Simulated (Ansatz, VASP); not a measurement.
# Hf: VASP beside Ansatz

INCAR

```
PREC = Accurate ; ENCUT = 520
EDIFF = 1E-7 ; ISMEAR = 0
SIGMA = 0.15 ; LREAL = False
LASPH = True ; NELM = 60
ALGO = Normal ; ISIF = 2
LWAVE = False ; LCHARG = False
GGA = CA ; NBANDS = 11
```

KPOINTS

```
regular mesh
0
Gamma
  18 18 18
```

POSCAR

```
Hf
1.0
    0.0000000000      2.2889417976      1.9619501122
    2.2889417976      0.0000000000      1.9619501122
    2.2889417976      2.2889417976      0.0000000000
Hf
1
Direct
    0.0000000000      0.0000000000      0.0000000000
```

Input for Ansatz:

```yaml
crystal:
  lattice:
    - [0.0, 2.2889417976, 1.9619501122]
    - [2.2889417976, 0.0, 1.9619501122]
    - [2.2889417976, 2.2889417976, 0.0]
  atoms:
    - { symbol: Hf, position: [0.0, 0.0, 0.0] }
basis:
  ecutwfc: 420
kpoints:
  mp_grid: { grid: [18, 18, 18] }
hamiltonian:
  xc: lda
scf:
  occupations: { method: gaussian, width: 0.15 }
output:
  forces: true
  stress: true
  eigenvalues: true
```

Change from the starting cell: strain +e along x and -e along y +0.0000, strain +e along z and -e/2 along x and y -0.1000.

Alike in both runs: task single point; functional LDA; k mesh 18 × 18 × 18; occupations gaussian, width 0.15 eV; no spin polarisation.

```csv
,VASP,Ansatz
version,VASP 6.6.1,Ansatz 0.2.0
potentials or method,"VASP PAW LDA potentials, release 64 (Hf_pv), cutoff 520 eV","scalar-relativistic, plane waves, PAW"
valence electrons in the cell,10,26
```

Ansatz gave:

| Property | Result |
| --- | --- |
| gap on the k mesh at the Fermi level (eV) | none |
| pressure (GPa) | 0.6 |
| traceless stress, the component that is largest in VASP (GPa) | 3.03 |

Question: Which values does VASP return?

Answer: gap on the k mesh at the Fermi level (eV): none; pressure (GPa): 0.6; traceless stress, the component that is largest in VASP (GPa): 3.09.

LDA's correlation is that of Perdew and Zunger in VASP and of Perdew and Wang (1992) in Ansatz. A gap of «none» marks a metal or a gap that the smearing closes. VASP's potentials hold 10 valence electrons a cell and Ansatz's 26, so a difference there can come from the potentials and not from the codes.

Spin-orbit coupling is off throughout.
